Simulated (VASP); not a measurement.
# GaSb (F-43m) in VASP: notebook

The runs below take GaSb through single point, with PBE-based screened hybrid with 25 % exact exchange, PBE0.

All numbers are computed with VASP 6.6.1; they aren't measurements. Logs are shortened: lines on timing, memory, paths and dates and some standing lists are left out, and cuts for length are marked.

### 1 The cell of the first run

The structure is cubic, space group F-43m (No. 216). The conventional cell has a = 6.199 Å, b = 6.199 Å, c = 6.199 Å, α = 90.00°, β = 90.00°, γ = 90.00°. Within 3.5 Å of Sb (site symmetry -43m) lie 4 Ga at 2.68 Å. Within 3.5 Å of Ga (site symmetry -43m) lie 4 Sb at 2.68 Å.

### 2 Single point, PBE-based screened hybrid with 25 % exact exchange

Input file POSCAR:

```
GaSb
1.0
    0.0000000000      3.0992546163      3.0992546163
    3.0992546163      0.0000000000      3.0992546163
    3.0992546163      3.0992546163      0.0000000000
Sb Ga
1 1
Direct
    0.7500000000      0.7500000000      0.7500000000
    0.0000000000      0.0000000000      0.0000000000
```

Input file INCAR.step1:

```
ALGO = Normal ; EDIFF = 1E-5
ENCUT = 520 ; GGA = PE
ISIF = 2 ; ISMEAR = -1
LASPH = True ; LREAL = False
LWAVE = True ; NBANDS = 16
NELM = 60 ; PREC = Accurate
SIGMA = 0.05
```

Input file INCAR.step2:

```
AEXX = 0.25 ; ALGO = Normal
EDIFF = 1E-7 ; ENCUT = 520
GGA = PE ; HFSCREEN = 0.3
ISIF = 2 ; ISMEAR = -1
ISTART = 1 ; LASPH = True
LCHARG = True ; LELF = True
LHFCALC = True ; LREAL = False
LVHAR = True ; LWAVE = False
NBANDS = 16 ; NELM = 60
PREC = Accurate ; PRECFOCK = Normal
SIGMA = 0.05
```

Input file KPOINTS:

```
k-points
0
Gamma
  4 4 4
```

Potentials or basis: VASP PAW PBE potentials, release 64 (Sb, Ga_d).

Launch:

```
> cat potpaw_PBE.64/Sb/POTCAR potpaw_PBE.64/Ga_d/POTCAR > POTCAR
> cp INCAR.step1 INCAR
> mpirun -np 1 vasp_std > vasp.out
> cp INCAR.step2 INCAR
> mpirun -np 1 vasp_std > vasp.out
```

OUTCAR:

```text
AEXX = 0.25
   EDIFF = 1E-7
   ENCUT = 520
   GGA = PE
   HFSCREEN = 0.3
   ISIF = 2
   ISMEAR = -1
   ISTART = 1
   LASPH = True
   LHFCALC = True
   LREAL = False
   NELM = 60
   PREC = Accurate
   PRECFOCK = Normal

 ion  position               nearest neighbor table
   1  0.750  0.750  0.750-   2 2.68   2 2.68   2 2.68   2 2.68
   2  0.000  0.000  0.000-   1 2.68   1 2.68   1 2.68   1 2.68

  LATTYP: Found a face centered cubic cell.
 ALAT       =     6.1985092326

  Lattice vectors:

 A1 = (   0.0000000000,   3.0992546163,   3.0992546163)
 A2 = (   3.0992546163,   0.0000000000,   3.0992546163)
 A3 = (   3.0992546163,   3.0992546163,   0.0000000000)

Analysis of symmetry for initial positions (statically):
=====================================================================
 Subroutine PRICEL returns:
 Original cell was already a primitive cell.

 Routine SETGRP: Setting up the symmetry group for a
 face centered cubic supercell.

 Subroutine GETGRP returns: Found 24 space group operations
 (whereof 24 operations were pure point group operations)
 out of a pool of 48 trial point group operations.

The static configuration has the point symmetry T_d .

Analysis of symmetry for dynamics (positions and initial velocities):
=====================================================================
 Subroutine PRICEL returns:
 Original cell was already a primitive cell.

 Routine SETGRP: Setting up the symmetry group for a
 face centered cubic supercell.

 Subroutine GETGRP returns: Found 24 space group operations
 (whereof 24 operations were pure point group operations)
 out of a pool of 48 trial point group operations.

The dynamic configuration has the point symmetry T_d .

 Subroutine INISYM returns: Found 24 space group operations
 (whereof 24 operations are pure point group operations),
 and found     1 'primitive' translations

----------------------------------------------------------------------------------------

                                     Primitive cell

  volume of cell :      59.5390

  direct lattice vectors                    reciprocal lattice vectors
     0.000000000  3.099254616  3.099254616    -0.161329114  0.161329114  0.161329114
     3.099254616  0.000000000  3.099254616     0.161329114 -0.161329114  0.161329114
     3.099254616  3.099254616  0.000000000     0.161329114  0.161329114 -0.161329114

  length of vectors
     4.383007912  4.383007912  4.383007912     0.279430221  0.279430221  0.279430221

  position of ions in fractional coordinates (direct lattice)
     0.750000000  0.750000000  0.750000000
     0.000000000  0.000000000  0.000000000

  ion indices of the primitive-cell ions
   primitive index   ion index
                 1           1
                 2           2

----------------------------------------------------------------------------------------

 KPOINTS: k-points

Automatic generation of k-mesh.
 Grid dimensions read from file:
 generate k-points for:    4    4    4

 Generating k-lattice:

  Cartesian coordinates                     Fractional coordinates (reciprocal lattice)
    -0.040332278  0.040332278  0.040332278     0.250000000  0.000000000  0.000000000
     0.040332278 -0.040332278  0.040332278     0.000000000  0.250000000  0.000000000
     0.040332278  0.040332278 -0.040332278     0.000000000  0.000000000  0.250000000

  Length of vectors
     0.069857555  0.069857555  0.069857555

  Shift w.r.t. Gamma in fractional coordinates (k-lattice)
     0.000000000  0.000000000  0.000000000

 Subroutine IBZKPT returns following result:
 ===========================================

 Found      8 irreducible k-points:

 Following reciprocal coordinates:
            Coordinates               Weight
  0.000000  0.000000  0.000000      1.000000
  0.250000  0.000000  0.000000      8.000000
  0.500000  0.000000  0.000000      4.000000
  0.250000  0.250000  0.000000      6.000000
  0.500000  0.250000  0.000000     24.000000
 -0.250000  0.250000  0.000000     12.000000
  0.500000  0.500000  0.000000      3.000000
 -0.250000  0.500000  0.250000      6.000000
   k-points           NKPTS =      8   k-points in BZ     NKDIM =     64   number of bands    NBANDS=     16
   number of dos      NEDOS =    301   number of ions     NIONS =      2
   total plane-waves  NPLWV =  46656
   dimension x,y,z NGX =    36 NGY =   36 NGZ =   36
   dimension x,y,z NGXF=    72 NGYF=   72 NGZF=   72
   ions per type =               1   1
   NGX,Y,Z   is equivalent  to a cutoff of  13.65, 13.65, 13.65 a.u.
   NGXF,Y,Z  is equivalent  to a cutoff of  27.31, 27.31, 27.31 a.u.
 SYSTEM =  unknown system
   PREC   = accura    normal or accurate (medium, high low for compatibility)
   ISTART =      1    job   : 0-new  1-cont  2-samecut
   ICHARG =      0    charge: 1-file 2-atom 10-const
   ISPIN  =      1    spin polarized calculation?
   LNONCOLLINEAR =      F non collinear calculations
   LSORBIT =      F    spin-orbit coupling
   LASPH  =      T    aspherical Exc in radial PAW
   ENCUT  =  520.0 eV  38.22 Ry    6.18 a.u.   8.15  8.15  8.15*2*pi/ulx,y,z
   NELM   =     60;   NELMIN=  2; NELMDL=  0     # of ELM steps
   EDIFF  = 0.1E-06   stopping-criterion for ELM
   LREAL  =      F    real-space projection
   EDIFFG = 0.1E-05   stopping-criterion for IOM
   NSW    =      0    number of steps for IOM
   IBRION =     -1    ionic relax: 0-MD 1-quasi-New 2-CG
   NFREE  =      0    steps in history (QN), initial steepest desc. (CG)
   ISIF   =      2    stress and relaxation
   ISYM   =      3    0-nonsym 1-usesym 2-fastsym
   POTIM  = 0.5000    time-step for ionic-motion
   TEBEG  =    0.0;   TEEND  =   0.0 temperature during run
   PSTRESS=    0.0 pullay stress
   NELECT =      18.0000    total number of electrons
   NUPDOWN=      -1.0000    fix difference up-down
   EMIN   =  10.00;   EMAX   =-10.00  energy-range for DOS
   EFERMI =   0.00;   METHOD = LEGACY
   ISMEAR =    -1;   SIGMA  =   0.05  broadening in eV -4-tet -1-fermi 0-gaus
   EFERMI_NEDOS =   21; number of points for ismear=-14 and -15
   IALGO  =     38    algorithm
   IMIX   =      1    mixing-type and parameters
     AMIX     =   0.40;   BMIX     =  1.00
     AMIX_MAG =   1.60;   BMIX_MAG =  1.00
  volume/ion in A,a.u.               =      29.77       200.89
  Fermi-wavevector in a.u.,A,eV,Ry     =   1.098749  2.076334 16.425619  1.207249
  Thomas-Fermi vector in A             =   2.235132
   LORBIT       =      0    0 simple, 1 ext, 2 COOP (PROOUT), +10 PAW based schemes
   GGA     = PE    functional components
   LHFCALC =     T    Hartree Fock is set to
   PRECFOCK=normal    Normal, Fast or Accurate (Low or Medium for compatibility)
   ENCUT4O =  -1.0   cutoff for four orbital integrals eV
   NKREDX  =     1    reduce k-point grid by
   NKREDY  =     1    reduce k-point grid by
   NKREDZ  =     1    reduce k-point grid by
   AEXX    =    0.2500 exact exchange contribution
   HFSCREEN=    0.3000 screening length (either q_TF or 0.3 A-1)
   HFSCREENC=   0.3000 screening length for correlation (either q_TF or 0.3 A-1)
   ENCUTFOCK=  -1.0 apply spherical cutoff to Coloumb kernel
   IVDW    =     0    specifies the selected vdW correction
   LEPSILON=     F    determine dielectric tensor
   LRPA    =     F    only Hartree local field effects (RPA)
 non-spin polarized calculation
  energy-cutoff  :      520.00
  volume of cell :       59.54
 maximum number of plane-waves:      1639
 NGX is ok and might be reduce to    36
  NGX = 28; NGY = 28; NGZ = 28

 number of electron      17.9999991 magnetization

 Free energy of the ion-electron system (eV)
  ---------------------------------------------------
  ext. energy  EPLUGINS =         0.00000000
  ---------------------------------------------------
  free energy    TOTEN  =        -8.47294238 eV

  energy without entropy =       -8.47251814  energy(sigma->0) =       -8.47273026

 E-fermi :   4.4176     XC(G=0):  -7.5618

 val. band max:        4.1809340271   @ k =   0.0000   0.0000   0.0000
 cond. band min:       4.5984573252   @ k =   0.0000   0.0000   0.0000
 fundamental gap:      0.4175232981
 Fermi energy:         4.4175833874

 k-point     1 :       0.0000    0.0000    0.0000
  band No.  band energies     occupation
      1     -13.3267      2.00000
      2     -13.3267      2.00000
      3     -13.3267      2.00000
      4     -13.2810      2.00000
      5     -13.2810      2.00000
      6      -7.9471      2.00000
[... 8 lines left out ...]
     15      13.3478      0.00000
     16      13.3478      0.00000

 k-point     2 :       0.2500    0.0000    0.0000
  band No.  band energies     occupation
      1     -13.3341      2.00000
      2     -13.3221      2.00000
      3     -13.3220      2.00000
      4     -13.2813      2.00000
      5     -13.2813      2.00000
      6      -7.3048      2.00000
[... 8 lines left out ...]
     15      12.3613      0.00000
     16      12.3613      0.00000

 k-point     3 :       0.5000    0.0000    0.0000
  band No.  band energies     occupation
      1     -13.3415      2.00000
      2     -13.3180      2.00000
      3     -13.3180      2.00000
      4     -13.2810      2.00000
      5     -13.2809      2.00000
      6      -6.2628      2.00000
[... 8 lines left out ...]
     15      14.7772      0.00000
     16      14.7772      0.00000

 k-point     4 :       0.2500    0.2500    0.0000
  band No.  band energies     occupation
      1     -13.3414      2.00000
      2     -13.3173      2.00000
      3     -13.3173      2.00000
      4     -13.2847      2.00000
      5     -13.2794      2.00000
      6      -7.0738      2.00000
[... 8 lines left out ...]
     15      13.9539      0.00000
     16      14.1837      0.00000

 k-point     5 :       0.5000    0.2500    0.0000
  band No.  band energies     occupation
      1     -13.3473      2.00000
      2     -13.3136      2.00000
      3     -13.3126      2.00000
      4     -13.2851      2.00000
      5     -13.2796      2.00000
      6      -5.9429      2.00000
[... 8 lines left out ...]
     15      14.9130      0.00000
     16      15.2985      0.00000

 k-point     6 :      -0.2500    0.2500    0.0000
  band No.  band energies     occupation
      1     -13.3423      2.00000
      2     -13.3168      2.00000
      3     -13.3162      2.00000
      4     -13.2821      2.00000
      5     -13.2817      2.00000
      6      -6.3792      2.00000
[... 8 lines left out ...]
     15      13.4391      0.00000
     16      15.4402      0.00000

 k-point     7 :       0.5000    0.5000    0.0000
  band No.  band energies     occupation
      1     -13.3549      2.00000
      2     -13.3076      2.00000
      3     -13.3076      2.00000
      4     -13.2893      2.00000
      5     -13.2777      2.00000
      6      -5.3999      2.00000
[... 8 lines left out ...]
     15      15.7022      0.00000
     16      16.0757      0.00000

 k-point     8 :      -0.2500    0.5000    0.2500
  band No.  band energies     occupation
      1     -13.3495      2.00000
      2     -13.3136      2.00000
      3     -13.3085      2.00000
      4     -13.2854      2.00000
      5     -13.2804      2.00000
      6      -5.3597      2.00000
[... 8 lines left out ...]
     15      14.8657      0.00000
     16      16.2573      0.00000

------------------------ aborting loop because EDIFF is reached ----------------------------------------

  FORCE on cell =-STRESS in cart. coord.  units (eV):
  Direction    XX          YY          ZZ          XY          YZ          ZX
  --------------------------------------------------------------------------------------
  -------------------------------------------------------------------------------------
  Total       -0.5312230     -0.5312230     -0.5312230     -0.0000000     -0.0000000      0.0000000
  in kB      -14.2950511    -14.2950511    -14.2950511     -0.0000000     -0.0000000      0.0000000
  external PRESSURE =     -14.2950511 kB  Pullay stress =       0.0000000 kB

 VOLUME and BASIS-vectors are now :
 -----------------------------------------------------------------------------
  energy-cutoff  :      520.00
  volume of cell :       59.54
      direct lattice vectors                 reciprocal lattice vectors
     0.000000000  3.099254616  3.099254616    -0.161329114  0.161329114  0.161329114
     3.099254616  0.000000000  3.099254616     0.161329114 -0.161329114  0.161329114
     3.099254616  3.099254616  0.000000000     0.161329114  0.161329114 -0.161329114

 POSITION                                       TOTAL-FORCE (eV/Angst)
 -----------------------------------------------------------------------------------
      4.64888      4.64888      4.64888        -0.000000      0.000000     -0.000000
      0.00000      0.00000      0.00000         0.000000     -0.000000      0.000000
 -----------------------------------------------------------------------------------
    total drift:                               -0.000032     -0.000015     -0.000019

  FREE ENERGIE OF THE ION-ELECTRON SYSTEM (eV)
  ---------------------------------------------------
  free  energy   TOTEN  =        -8.4729423777 eV

  energy  without entropy=       -8.4725181409  energy(sigma->0) =       -8.47273026
```

Run time: 16 min. Hardware: 1 thread of AMD EPYC 7R13 (Zen 3), shared host; peak memory 0.29 GiB.

What came out:

* Free energy: -8.4729 eV
* Pressure: -1.4 GPa
* Band gap on the k mesh: 0.42 eV

Levels at points of the mesh, in eV from the valence-band top:
```csv
k point,band 7,band 8,band 9,band 10,band 11,band 12
"(0.00, 0.00, 0.00)",0.00,0.00,0.00,0.42,3.32,3.32
"(0.50, 0.00, 0.00)",-6.58,-1.16,-1.16,0.84,4.31,4.31
"(0.50, 0.50, 0.00)",-7.08,-2.59,-2.59,1.40,1.76,9.40
```

Caveat: the k points lie up to 0.44 Å⁻¹ apart; the PAW data sets were made with another functional, which shifts forces and pressure a little; spin-orbit coupling is left out, which moves the levels of the heavy elements. A k mesh can miss the band edges.

(Part 1 of 2 ends here.)
